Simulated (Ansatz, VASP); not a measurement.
**One calculation of Sn, two programs**

```
Sn
1.0
    -3.00333    3.00333    1.59065
     3.00333   -3.00333    1.59065
     3.00333    3.00333   -1.59065
Sn
2
Direct
  0.00000 0.00000 0.00000
  0.75000 0.25000 0.50000
```

Change from the starting cell: equal xx and yy strain of +3 %, crystal datasets.

Alike in both runs: task electric field gradients; functional LDA; k mesh 15 × 15 × 15; occupations fermi-dirac, width 0.05 eV; no spin polarisation.

|  | VASP | Ansatz |
| --- | --- | --- |
| version | VASP 6.6.1 | Ansatz 0.2.0 |
| potentials or method | VASP PAW LDA potentials, release 64 (Sn_d), cutoff 400 eV | all-electron PAW with datasets made for the crystal, scalar-relativistic |

|  | VASP | Ansatz | Ansatz less VASP |
| --- | --- | --- | --- |
| pressure (GPa) | -4.5 | -4.4 | +0.05 |
| traceless stress, the component that is largest in VASP (GPa) | 0.47 | 0.47 | 0.000 |
| size of Vzz on the site where it differs most (V/Å²) | 27.8 | 29.3 | +1.48 |

LDA's correlation is that of Perdew and Zunger in VASP and of Perdew and Wang (1992) in Ansatz. Ansatz ran all-electron here, and VASP with PAW potentials.
